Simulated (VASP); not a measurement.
# Ni2H (P-3m1) in VASP: notebook, part 2 of 2

VASP 6.6.1. Earlier steps stand in the parts before.

## 4. Relaxation of cell and atoms, LDA

INCAR reads:

```
SYSTEM = Ni2H
PREC = Accurate
ENCUT = 600
EDIFF = 1E-6
ISMEAR = -1
SIGMA = 0.15
LREAL = .False.
LASPH = .True.
NELM = 100
ALGO = Fast
ISIF = 3
LWAVE = .False.
LCHARG = .False.
GGA = CA
IBRION = 2
NSW = 80
EDIFFG = -0.001
```

KPOINTS reads:

```
Automatic mesh
0
Gamma
  18 18 10
  0 0 0
```

POSCAR reads:

```
Ni2H
1.0
    2.4863003080      0.0000000000      0.0000000000
   -1.2431501540      2.1531992282      0.0000000000
    0.0000000000      0.0000000000      4.1185155377
Ni H
2 1
Direct
    0.3333333333      0.6666666667      0.2595452505
    0.6666666667      0.3333333333      0.7404547495
    0.0000000000      0.0000000000      0.0000000000
```

Potentials or basis: VASP PAW LDA potentials, release 64 (Ni, H).

On the command line:

```sh
cat potpaw_LDA.64/Ni/POTCAR potpaw_LDA.64/H/POTCAR > POTCAR
mpirun -np 1 vasp_std > vasp.out
```

OUTCAR:

```text
SYSTEM = Ni2H
   PREC = Accurate
   ENCUT = 600
   EDIFF = 1E-6
   ISMEAR = -1
   LREAL = .False.
   LASPH = .True.
   NELM = 100
   ISIF = 3
   GGA = CA
   IBRION = 2
   NSW = 80
   EDIFFG = -0.001

 ion  position               nearest neighbor table
   1  0.333  0.667  0.260-   3 1.79   3 1.79   3 1.79   2 2.45   2 2.45   2 2.45   2 2.58   2 2.58
                             2 2.58
   2  0.667  0.333  0.740-   3 1.79   3 1.79   3 1.79   1 2.45   1 2.45   1 2.45   1 2.58   1 2.58
                             1 2.58
   3  0.000  0.000  0.000-   1 1.79   2 1.79   2 1.79   1 1.79   2 1.79   1 1.79

  LATTYP: Found a hexagonal cell.
 ALAT       =     2.4863003080
 C/A-ratio  =     1.6564835408

  Lattice vectors:

 A1 = (   2.4863003080,   0.0000000000,   0.0000000000)
 A2 = (  -1.2431501540,   2.1531992282,   0.0000000000)
 A3 = (   0.0000000000,   0.0000000000,   4.1185155377)

[... 388 lines left out ...]
      6       7.7225      2.00000
      7       7.9765      1.99999
      8       7.9765      1.99999
      9       8.4525      1.99978
     10       8.4525      1.99978
     11       9.3632      1.90890
     12       9.3632      1.90890
     13      14.6974      0.00000
     14      25.3936      0.00000
[... 377 lines left out ...]
      1       2.2901      2.00000
      2       5.3427      2.00000
      3       5.8383      2.00000
      4       6.6868      2.00000
      5       7.4099      2.00000
      6       7.5518      2.00000
      7       7.9759      1.99999
      8       9.3447      1.91903
      9       9.5030      1.78384
     10       9.5358      1.73788
     11      10.3748      0.04817
     12      13.2626      0.00000
     13      16.9333      0.00000
     14      17.8151      0.00000

 [... further k-points ...]

------------------------ aborting loop because EDIFF is reached ----------------------------------------

  FORCE on cell =-STRESS in cart. coord.  units (eV):
  Direction    XX          YY          ZZ          XY          YZ          ZX
  --------------------------------------------------------------------------------------
  -------------------------------------------------------------------------------------
  Total       -0.0007498     -0.0007498      0.0001098     -0.0000000      0.0000000      0.0000000
  in kB       -0.0542940     -0.0542940      0.0079476     -0.0000000      0.0000000      0.0000000
  external PRESSURE =      -0.0335468 kB  Pullay stress =       0.0000000 kB
[... 18 lines left out ...]
  FREE ENERGIE OF THE ION-ELECTRON SYSTEM (eV)
  ---------------------------------------------------
  free  energy   TOTEN  =       -17.0364373600 eV

  energy  without entropy=      -16.8075167542  energy(sigma->0) =      -16.92197706

 reached required accuracy - stopping structural energy minimisation
```

OSZICAR:

```text
N       E                     dE             d eps       ncg     rms          rms(c)
DAV:   1     0.975959706074E+02    0.97596E+02   -0.10578E+04  9344   0.230E+03
DAV:   2    -0.164109593079E+02   -0.11401E+03   -0.10971E+03  9264   0.321E+02
[... 235 lines left out ...]
       N       E                     dE             d eps       ncg     rms          rms(c)
DAV:   1    -0.170364373413E+02    0.94940E-06   -0.13242E-06  4678   0.107E-02    0.257E-03
RMM:   2    -0.170364372924E+02    0.48988E-07   -0.99616E-07  4619   0.157E-02
  43 F= -.17036437E+02 E0= -.16921983E+02  d E =0.223218E-06
       N       E                     dE             d eps       ncg     rms          rms(c)
DAV:   1    -0.170364373741E+02   -0.32809E-07   -0.19811E-07  4620   0.414E-03    0.126E-03
RMM:   2    -0.170364373600E+02    0.14124E-07   -0.21676E-07  4442   0.754E-03
  44 F= -.17036437E+02 E0= -.16921977E+02  d E =0.155545E-06
```

Wall time 36 min (1 thread of Oxide Virtual Turin-like, shared host); peak memory 0.22 GiB.

Results:

| Quantity | Value |
| --- | --- |
| Free energy | -17.0364 eV |
| Relaxed volume | 7.38 Å³/atom |
| Relaxed cell | a = 2.491 Å, b = 2.491 Å, c = 4.116 Å, α = 90.00°, β = 90.00°, γ = 120.00° |
| Space group after relaxing (to 0.1 Å) | P-3m1 (No. 164) |
| Energy gained by relaxing | 0.1 meV/atom |
| Ionic steps | 44 |
| Pressure after relaxing | 0.0 GPa |
| Band gap on the k mesh | zero (an odd number of electrons rules out a gap without spin polarisation) |

The path:
| step | energy change (eV) | largest force (eV/Å) | pressure (GPa) | volume (Å³) |
| --- | --- | --- | --- | --- |
| 1 | 0.0000 | 0.0216 | 0.86 | 22.05 |
| 3 | -0.0003 | 0.0021 | 0.03 | 22.14 |
| 5 | -0.0003 | 0.0001 | -0.09 | 22.15 |
| 7 | -0.0003 | 0.0017 | -0.13 | 22.12 |
| 9 | -0.0003 | 0.0018 | 0.00 | 22.11 |
| 11 | -0.0003 | 0.0023 | 0.23 | 22.11 |
| 13 | -0.0003 | 0.0022 | -0.09 | 22.13 |
| 15 | -0.0003 | 0.0018 | -0.09 | 22.13 |
| 17 | -0.0003 | 0.0012 | 0.07 | 22.12 |
| 19 | -0.0003 | 0.0019 | 0.03 | 22.12 |
| 21 | -0.0003 | 0.0009 | 0.36 | 22.12 |
| 23 | -0.0003 | 0.0014 | 0.17 | 22.12 |
| 25 | -0.0003 | 0.0001 | -0.06 | 22.13 |
| 27 | -0.0003 | 0.0006 | -0.24 | 22.13 |
| 29 | -0.0003 | 0.0001 | -0.11 | 22.13 |
| 31 | -0.0003 | 0.0007 | 0.00 | 22.13 |
| 33 | -0.0003 | 0.0005 | -0.13 | 22.13 |
| 35 | -0.0003 | 0.0007 | -0.15 | 22.12 |
| 37 | -0.0003 | 0.0008 | -0.04 | 22.13 |
| 39 | -0.0003 | 0.0010 | 0.02 | 22.13 |
| 41 | -0.0003 | 0.0009 | 0.51 | 22.12 |
| 43 | -0.0003 | 0.0004 | 0.23 | 22.13 |
| 44 | -0.0003 | 0.0005 | 0.00 | 22.13 |

Final structure:
```cif
data_structure
_symmetry_space_group_name_H-M 'P 1'
_symmetry_Int_Tables_number 1
_cell_length_a 2.4914
_cell_length_b 2.4914
_cell_length_c 4.1159
_cell_angle_alpha 90.000
_cell_angle_beta 90.000
_cell_angle_gamma 120.000
_cell_volume 22.13
loop_
_atom_site_label
_atom_site_type_symbol
_atom_site_fract_x
_atom_site_fract_y
_atom_site_fract_z
_atom_site_occupancy
Ni1 Ni 0.33333 0.66667 0.25970 1
Ni2 Ni 0.66667 0.33333 0.74030 1
H1 H 0.00000 0.00000 0.00000 1
```

## 5. Overview

| task | spin | cell | k mesh | cutoff (eV) | smearing | gap on the mesh (eV) | pressure (GPa) |
| --- | --- | --- | --- | --- | --- | --- | --- |
| single point | collinear, ferromagnetic start | a = 2.485, b = 2.485, c = 4.122 Å, angles 90.0, 90.0, 120.0°, 3 atoms, atomic positions A | 12 × 12 × 6 | 520 | gaussian 0.1 eV | none | 0.0 |
| relaxation of shape and atoms at fixed volume | off | relaxed from a = 2.474, b = 2.474, c = 4.090 Å, angles 90.0, 90.0, 120.0°, 3 atoms, atomic positions B | 18 × 18 × 10 | 600 | fermi-dirac 0.15 eV | none | 5.2 |
| relaxation of cell and atoms | off | relaxed from a = 2.486, b = 2.486, c = 4.119 Å, angles 90.0, 90.0, 120.0°, 3 atoms, atomic positions B | 18 × 18 × 10 | 600 | fermi-dirac 0.15 eV | none | 0.0 |

Alike in all rows: level LDA; potentials or basis VASP PAW LDA potentials, release 64 (Ni, H).

Total energies depend on the potentials used, so only differences within one code and one set of settings carry meaning.
